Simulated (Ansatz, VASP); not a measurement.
# One calculation of C, two programs

```
CELL_PARAMETERS angstrom
1.16366 -2.01547 0.00000
1.16366 2.01547 0.00000
0.00000 0.00000 8.21552
ATOMIC_POSITIONS crystal
C 0.08333 0.91667 0.75030
C 0.58333 0.41667 0.24970
C 0.91667 0.08333 0.24970
C 0.41667 0.58333 0.75030
```

Change from the starting cell: volume 9.634 Å^3 an atom, stretch along a over the lengths across it, relative to the relaxed cell 1.0000.

Alike in both runs: task single point; functional PBE; k mesh 21 × 21 × 6; occupations gaussian, width 0.15 eV; no spin polarisation.

|  | VASP | Ansatz |
| --- | --- | --- |
| version | VASP 6.6.1 | Ansatz 0.2.0 |
| potentials or method | VASP PAW PBE potentials, release 64 (C), cutoff 520 eV | scalar-relativistic, plane waves, PAW |
| valence electrons in the cell | 16 | 16 |

```csv
,VASP,Ansatz,Ansatz less VASP
gap on the k mesh at the Fermi level (eV),none,none,-
least direct gap on the mesh (eV),0.00,0.00,0.000
```

A gap of «none» marks a metal or a gap that the smearing closes.

A gap of «none» marks a metal or a gap under the smearing width.
